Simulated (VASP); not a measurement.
Input of a VASP 6.6.1 run:

The input INCAR:

```
SYSTEM = HfN
  PREC = Accurate
  ENCUT = 600
  EDIFF = 1E-6
  ISMEAR = -1
  SIGMA = 0.05
  LREAL = .False.
  LASPH = .True.
  NELM = 100
  ALGO = Normal
  ISIF = 3
  LWAVE = .False.
  LCHARG = .False.
  GGA = PS
  IBRION = 2
  NSW = 60
  EDIFFG = -0.01
```

File KPOINTS:

```
regular mesh
0
Gamma
  9 9 9
  0 0 0
```

The input POSCAR:

```
HfN
1.0
    0.0000000000      2.4548220000      2.4548220000
    2.4548220000      0.0000000000      2.4548220000
    2.4548220000      2.4548220000      0.0000000000
Hf N
1 1
Direct
    0.0000000000      0.0000000000      0.0000000000
    0.2500000000      0.2500000000      0.2500000000
```

Potentials or basis: VASP PAW PBE potentials, release 64 (Hf_pv, N).

Launch:

```console
$ cat potpaw_PBE.64/Hf_pv/POTCAR potpaw_PBE.64/N/POTCAR > POTCAR
$ mpirun -np 1 vasp_std > vasp.out
```

(1) Estimate the relaxed cell.

(2) Predict the space group after relaxing (to 0.05 Å).

(3) Predict the relaxed volume.

Results:

(1) a = 3.437 Å, b = 3.437 Å, c = 3.437 Å, α = 60.00°, β = 60.00°, γ = 60.00°.

(2) F-43m (No. 216).

(3) 14.35 Å³/atom.

Caveat: the PAW data sets were made with another functional, which shifts forces and pressure a little.
